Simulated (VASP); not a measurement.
A run of VASP 6.6.1 is set up as follows.

The input INCAR:

```
SYSTEM = Ti
ALGO = Fast ; EDIFF = 1E-6
ENCUT = 520 ; GGA = PS
ISIF = 2 ; ISMEAR = 0
ISPIN = 2 ; LASPH = .True.
LCHARG = .False. ; LMAXMIX = 4
LORBIT = 11 ; LREAL = .False.
LWAVE = .False. ; MAGMOM = 0.125
NBANDS = 16 ; NELM = 150
NUPDOWN = 0.125 ; PREC = Accurate
SIGMA = 0.15
```

KPOINTS

```
k-points
0
Gamma
  22 22 22
  0 0 0
```

File POSCAR:

```
Ti
1.0
   -1.6051145456      1.6051145456      1.6051145456
    1.6051145456     -1.6051145456      1.6051145456
    1.6051145456      1.6051145456     -1.6051145456
Ti
1
Direct
    0.0000000000      0.0000000000      0.0000000000
```

Potentials or basis: VASP PAW PBE potentials, release 64 (Ti_sv).

Command:

```sh
$ cat potpaw_PBE.64/Ti_sv/POTCAR > POTCAR
$ mpirun -np 1 vasp_std > vasp.out
```

Task: Estimate the pressure.

Result: -0.2 GPa.

Caveat: the PAW data sets were made with another functional, which shifts forces and pressure a little; the total moment is fixed, so each spin has its own Fermi level.
